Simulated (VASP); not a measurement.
# C in VASP: further runs, part 2 of 2

VASP 6.6.1. The steps go on from the part before.

### Step 3. Relaxation of cell and atoms, PBE+D3(BJ)

This run uses another cell than the first one, of 8.97 Å³/atom, 1.011 times its volume.

Contents of INCAR:

```
  PREC = Accurate
  ENCUT = 600
  EDIFF = 1E-6
  ISMEAR = 0
  SIGMA = 0.1
  LREAL = F
  LASPH = T
  NELM = 100
  ALGO = Normal
  ISIF = 3
  LWAVE = F
  LCHARG = F
  GGA = PE
  IVDW = 12
  IBRION = 2
  NSW = 90
  EDIFFG = -0.02
```

Contents of KPOINTS:

```
Automatic mesh
0
Gamma
  18 18 6
```

Contents of POSCAR:

```
C
1.0
    2.4700000000      0.0000000000      0.0000000000
   -1.2350000000      2.1390827473      0.0000000000
    0.0000000000      0.0000000000      6.7900000000
C
4
Direct
    0.0000000000      0.0000000000      0.0000000000
    0.0000000000      0.0000000000      0.5000000000
    0.3333333333      0.6666666667      0.0050000000
    0.6666666667      0.3333333333      0.5050000000
```

Potentials or basis: VASP PAW PBE potentials, release 64 (C).

The run is started by

```bash
$ cat potpaw_PBE.64/C/POTCAR > POTCAR
$ mpirun -np 1 vasp_std > vasp.out
```

OUTCAR:

```text
PREC = Accurate
   ENCUT = 600
   EDIFF = 1E-6
   ISMEAR = 0
   LREAL = F
   LASPH = T
   NELM = 100
   ISIF = 3
   GGA = PE
   IVDW = 12
   IBRION = 2
   NSW = 90
   EDIFFG = -0.02
 IVDW          = 12

 ion  position               nearest neighbor table
   1  0.000  0.000  0.000-   3 1.43   3 1.43   3 1.43
   2  0.000  0.000  0.500-   4 1.43   4 1.43   4 1.43
   3  0.333  0.667  0.005-   1 1.43   1 1.43   1 1.43
   4  0.667  0.333  0.505-   2 1.43   2 1.43   2 1.43

  LATTYP: Found a hexagonal cell.
 ALAT       =     2.4700000000
 C/A-ratio  =     2.7489878543

  Lattice vectors:

 A1 = (   2.4700000000,   0.0000000000,   0.0000000000)
 A2 = (  -1.2350000000,   2.1390827473,   0.0000000000)
 A3 = (   0.0000000000,   0.0000000000,   6.7900000000)

Analysis of symmetry for initial positions (statically):
[... 481 lines left out ...]
  free energy    TOTEN  =       -36.85436346 eV

  energy without entropy =      -36.85356069  energy(sigma->0) =      -36.85396207

 E-fermi :   4.6758     XC(G=0): -10.3274

 val. band max:        4.6731815979   @ k =   0.3333   0.3333   0.5000
 cond. band min:       4.6846488808   @ k =   0.3333   0.3333   0.3333
 fundamental gap:      0.0114672828
 Fermi energy:         4.6758212743

 k-point     1 :       0.0000    0.0000    0.0000
  band No.  band energies     occupation
      1     -14.9691      2.00000
      2     -14.6675      2.00000
      3      -3.8331      2.00000
      4      -1.8593      2.00000
      5       1.6629      2.00000
      6       1.6629      2.00000
      7       1.6815      2.00000
      8       1.6815      2.00000
      9       8.9766      0.00000
     10      13.0007      0.00000
     11      13.0007      0.00000
     12      13.0530      0.00000
[... 331 lines left out ...]
 k-point    24 :       0.3889    0.1111    0.0000
  band No.  band energies     occupation
      1     -10.2357      2.00000
      2     -10.0275      2.00000
      3      -7.5822      2.00000
      4      -7.4202      2.00000
      5      -2.5700      2.00000
      6      -2.4927      2.00000
      7       1.5749      2.00000
      8       2.7160      2.00000
      9       6.5109      0.00000
     10       7.3093      0.00000
     11      13.1395      0.00000
     12      13.5689      0.00000

 [... further k-points ...]

------------------------ aborting loop because EDIFF is reached ----------------------------------------

 Edisp (eV)   -0.62588

 E8    (eV) :    -0.1774
[... 27 lines left out ...]
  FREE ENERGIE OF THE ION-ELECTRON SYSTEM (eV)
  ---------------------------------------------------
  free  energy   TOTEN  =       -37.4802425539 eV

  energy  without entropy=      -37.4794397798  energy(sigma->0) =      -37.47984117

 reached required accuracy - stopping structural energy minimisation
```

OSZICAR:

```text
N       E                     dE             d eps       ncg     rms          rms(c)
DAV:   1     0.514267232150E+02    0.51427E+02   -0.89751E+03  3552   0.139E+03
DAV:   2    -0.352457391578E+02   -0.86672E+02   -0.80269E+02  5084   0.235E+02
DAV:   3    -0.391169264168E+02   -0.38712E+01   -0.38395E+01  4588   0.503E+01
[... 55 lines left out ...]
DAV:   4    -0.368543679308E+02   -0.44030E-05   -0.10814E-04  4112   0.834E-02    0.375E-02
DAV:   5    -0.368543608622E+02    0.70686E-05   -0.21988E-05  4140   0.439E-02    0.485E-03
DAV:   6    -0.368543624506E+02   -0.15884E-05   -0.35289E-06  4320   0.153E-02    0.735E-03
DAV:   7    -0.368543635472E+02   -0.10966E-05   -0.10007E-06  2428   0.814E-03    0.128E-03
DAV:   8    -0.368543634614E+02    0.85843E-07   -0.16541E-07  2120   0.362E-03
   8 F= -.37480243E+02 E0= -.37479841E+02  d E =-.845465E-03
```

Wall time 3 min (1 thread of Intel Xeon Platinum 8488C (Sapphire Rapids), shared host); peak memory 0.21 GiB.

Results:

```
Free energy                            : -37.4802 eV
Relaxed volume                         : 8.82 Å³/atom
Relaxed cell                           : a = 2.465 Å, b = 2.465 Å, c = 6.705 Å, α = 90.00°, β = 90.00°, γ = 120.00°
Space group after relaxing (to 0.05 Å) : P6_3/mmc (No. 194)
Energy gained by relaxing              : 5.3 meV/atom
Ionic steps                            : 8
Pressure after relaxing                : -0.1 GPa
Band gap on the k mesh                 : zero (band 8 reaches 4.68 eV, above the bottom of band 9 at 4.66 eV)
Dispersion energy per atom             : -0.156 eV
```

Step by step:
| step | energy change (eV) | largest force (eV/Å) | pressure (GPa) | volume (Å³) |
| --- | --- | --- | --- | --- |
| 1 | 0.0000 | 0.5671 | -1.85 | 35.88 |
| 2 | -0.0069 | 0.3448 | 3.93 | 35.34 |
| 3 | -0.0193 | 0.0592 | 1.36 | 35.58 |
| 4 | -0.0168 | 0.1136 | -2.93 | 35.88 |
| 5 | -0.0205 | 0.0028 | -0.20 | 35.69 |
| 6 | -0.0206 | 0.0023 | -0.17 | 35.65 |
| 7 | -0.0209 | 0.0009 | -0.16 | 35.53 |
| 8 | -0.0213 | 0.0017 | -0.05 | 35.29 |

Final structure:
```yaml
crystal:
  lattice:
    - [2.46525, 0.00000, 0.00000]
    - [-1.23262, 2.13497, 0.00000]
    - [0.00000, 0.00000, 6.70514]
  atoms:
    - { symbol: C, position: [0.00000, 0.00000, 0.00249] }
    - { symbol: C, position: [0.00000, 0.00000, 0.50249] }
    - { symbol: C, position: [0.33333, 0.66667, 0.00251] }
    - { symbol: C, position: [0.66667, 0.33333, 0.50251] }
```

Levels at points of the mesh, in eV from the Fermi level:
| k point | band 5 | band 6 | band 7 | band 8 | band 9 | band 10 | band 11 | band 12 |
| --- | --- | --- | --- | --- | --- | --- | --- | --- |
| (0.00, 0.00, 0.00) | -3.01 | -3.01 | -2.99 | -2.99 | 4.30 | 8.32 | 8.32 | 8.38 |
| (0.50, 0.00, 0.00) | -6.41 | -6.36 | -2.76 | -2.07 | 1.52 | 2.19 | 7.21 | 7.61 |
| (0.00, 0.00, 0.50) | -3.00 | -3.00 | -3.00 | -3.00 | 6.95 | 6.95 | 8.35 | 8.35 |
| (0.50, 0.00, 0.50) | -6.38 | -6.38 | -2.35 | -2.35 | 1.66 | 1.66 | 7.40 | 7.40 |

### Step 4. Single point, PBE+D3(BJ)

This run uses another cell than the first one: it holds 8 atoms, not 4.

Contents of INCAR:

```
PREC     = Accurate       # precision mode
ENCUT    = 520            # plane-wave cutoff, eV
EDIFF    = 1E-7           # SCF threshold, eV
ISMEAR   = 0              # smearing method
SIGMA    = 0.1            # smearing width, eV
LREAL    = F              # projectors in reciprocal space
LASPH    = T              # aspherical terms in the spheres
NELM     = 100            # most SCF steps
ALGO     = Normal         # electronic algorithm
ISIF     = 2              # what is computed and relaxed
LWAVE    = F              # write WAVECAR
LCHARG   = F              # write CHGCAR
GGA      = PE             # functional
IVDW     = 12             # dispersion correction
NBANDS   = 26             # bands
```

Contents of KPOINTS:

```
Automatic mesh
0
Gamma
  14 14 6
```

Contents of POSCAR:

```
C
1.0
    2.4651287003      0.0000000000      0.0000000000
   -2.4651287003      4.2697281562      0.0000000000
    0.0000000000      0.0000000000      6.7409740936
C
8
Direct
    0.0000000000      0.0000000000      0.0024998052
    0.0000000000      0.5000000000      0.0024998052
    0.0000000000      0.5000000000      0.5024998052
    0.0000000000      0.0000000000      0.5024998052
    0.3333333333      0.3333333333      0.0025001948
    0.3333333333      0.8333333333      0.0025001948
    0.6666666667      0.1666666667      0.5025001948
    0.6666666667      0.6666666667      0.5025001948
```

The run is started by

```bash
$ cat potpaw_PBE.64/C/POTCAR > POTCAR
$ mpirun -np 1 vasp_std > vasp.out
```

Wall time 6.2 min (1 thread of Intel Xeon Platinum 8488C (Sapphire Rapids), shared host); peak memory 0.41 GiB.

It converged, with:

```yaml
Free_energy: -74.9418 eV
Pressure: 0.4 GPa
Largest_force: 0.019 eV/Å
Band_gap_on_the_k_mesh: 0.18 eV
Dispersion_energy_per_atom: -0.155 eV
```

Forces on the atoms (eV/Å):
```
C    0.000  0.017  0.000
C    0.000  0.017  0.000
C    0.000 -0.017  0.000
C    0.000 -0.017  0.000
C    0.000 -0.019  0.000
C    0.000 -0.019  0.000
C    0.000  0.019  0.000
C    0.000  0.019  0.000
```

Stress tensor (GPa, compression positive):
```
 0.76  0.00  0.00
 0.00  0.45  0.00
 0.00  0.00 -0.07
```

Levels at points of the mesh, in eV from the valence-band top:
| k point | band 12 | band 13 | band 14 | band 15 | band 16 | band 17 | band 18 | band 19 | band 20 | band 21 |
| --- | --- | --- | --- | --- | --- | --- | --- | --- | --- | --- |
| (0.00, 0.00, 0.00) | -2.94 | -2.93 | -2.93 | -2.68 | -2.01 | 1.58 | 2.25 | 4.32 | 7.29 | 7.67 |
| (0.50, 0.00, 0.00) | -6.29 | -2.68 | -2.68 | -2.01 | -2.01 | 1.58 | 1.58 | 2.25 | 2.25 | 7.29 |
| (0.00, 0.50, 0.00) | -4.97 | -4.93 | -4.93 | -4.85 | -4.85 | 6.12 | 6.12 | 7.03 | 7.03 | 7.65 |
| (0.50, 0.50, 0.00) | -8.83 | -3.33 | -3.33 | -1.92 | -1.92 | 2.60 | 2.60 | 3.19 | 3.19 | 9.65 |
| (0.00, 0.00, 0.50) | -2.94 | -2.94 | -2.94 | -2.28 | -2.28 | 1.73 | 1.73 | 6.93 | 6.93 | 7.47 |
| (0.50, 0.00, 0.50) | -6.32 | -2.28 | -2.28 | -2.28 | -2.28 | 1.73 | 1.73 | 1.73 | 1.73 | 7.47 |
| (0.00, 0.50, 0.50) | -5.82 | -4.95 | -4.95 | -4.95 | -4.95 | 7.26 | 7.26 | 7.26 | 7.26 | 8.05 |
| (0.50, 0.50, 0.50) | -8.86 | -2.67 | -2.67 | -2.67 | -2.67 | 2.89 | 2.89 | 2.89 | 2.89 | 10.59 |

### Step 5. Overview

| task | cell | k mesh | cutoff (eV) | gap on the mesh (eV) | pressure (GPa) |
| --- | --- | --- | --- | --- | --- |
| single point | a = 2.465, b = 2.465, c = 6.741 Å, angles 90.0, 90.0, 120.0°, 4 atoms | 18 × 18 × 6 | 520 | none | 0.4 |
| relaxation of cell and atoms | relaxed from a = 2.470, b = 2.470, c = 6.790 Å, angles 90.0, 90.0, 120.0°, 4 atoms | 18 × 18 × 6 | 600 | none | -0.1 |
| single point | a = 2.465, b = 4.930, c = 6.741 Å, angles 90.0, 90.0, 120.0°, 8 atoms | 14 × 14 × 6 | 520 | 0.18 | 0.4 |

Alike in all rows: level PBE+D3(BJ); potentials or basis VASP PAW PBE potentials, release 64 (C); no spin polarisation; smearing gaussian 0.1 eV.

Total energies depend on the potentials used, so only differences within one code and one set of settings carry meaning.
